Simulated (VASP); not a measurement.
A run of VASP 6.6.1 is set up as follows.

The input POSCAR:

```
Te
1.0
    4.4712577270      0.0000000000      0.0000000000
   -2.2356288635      3.8722227785      0.0000000000
    0.0000000000      0.0000000000      5.9487470213
Te
3
Direct
    0.2641920653      0.0000000000      0.3333333333
    0.0000000000      0.2641920653      0.6666666667
    0.7358079347      0.7358079347      0.0000000000
```

INCAR.step1

```
PREC     = Accurate       # precision mode
ENCUT    = 520            # plane-wave cutoff, eV
EDIFF    = 1E-5           # SCF threshold, eV
ISMEAR   = 0              # smearing method
SIGMA    = 0.01           # smearing width, eV
LREAL    = False          # projectors in reciprocal space
LASPH    = True           # aspherical terms in the spheres
NELM     = 60             # most SCF steps
ALGO     = Normal         # electronic algorithm
ISIF     = 2              # what is computed and relaxed
LWAVE    = True           # write WAVECAR
LCHARG   = False          # write CHGCAR
GGA      = PE             # functional
NBANDS   = 16             # bands
```

File INCAR.step2:

```
PREC     = Accurate       # precision mode
ENCUT    = 520            # plane-wave cutoff, eV
EDIFF    = 1E-6           # SCF threshold, eV
ISMEAR   = 0              # smearing method
SIGMA    = 0.01           # smearing width, eV
LREAL    = False          # projectors in reciprocal space
LASPH    = True           # aspherical terms in the spheres
NELM     = 60             # most SCF steps
ALGO     = Normal         # electronic algorithm
ISIF     = 2              # what is computed and relaxed
LWAVE    = False          # write WAVECAR
LCHARG   = False          # write CHGCAR
GGA      = PE             # functional
LHFCALC  = True           # exact exchange
AEXX     = 0.2            # exact-exchange fraction
HFSCREEN = 0.2078         # screening, 1/A
PRECFOCK = Normal       
ISTART   = 1            
NBANDS   = 16             # bands
```

The input KPOINTS:

```
regular mesh
0
Gamma
  6 6 2
```

Potentials or basis: VASP PAW PBE potentials, release 64 (Te).

Launch:

```console
$ cat potpaw_PBE.64/Te/POTCAR > POTCAR
$ cp INCAR.step1 INCAR
$ mpirun -np 1 vasp_std > vasp.out
$ cp INCAR.step2 INCAR
$ mpirun -np 1 vasp_std > vasp.out
```

(1) Predict the pressure.

(2) Estimate the largest force.

## Answers

(1) -0.3 GPa.

(2) 0.153 eV/Å.

Caveat: the k points lie up to 0.53 Å⁻¹ apart; the PAW data sets were made with another functional, which shifts forces and pressure a little.
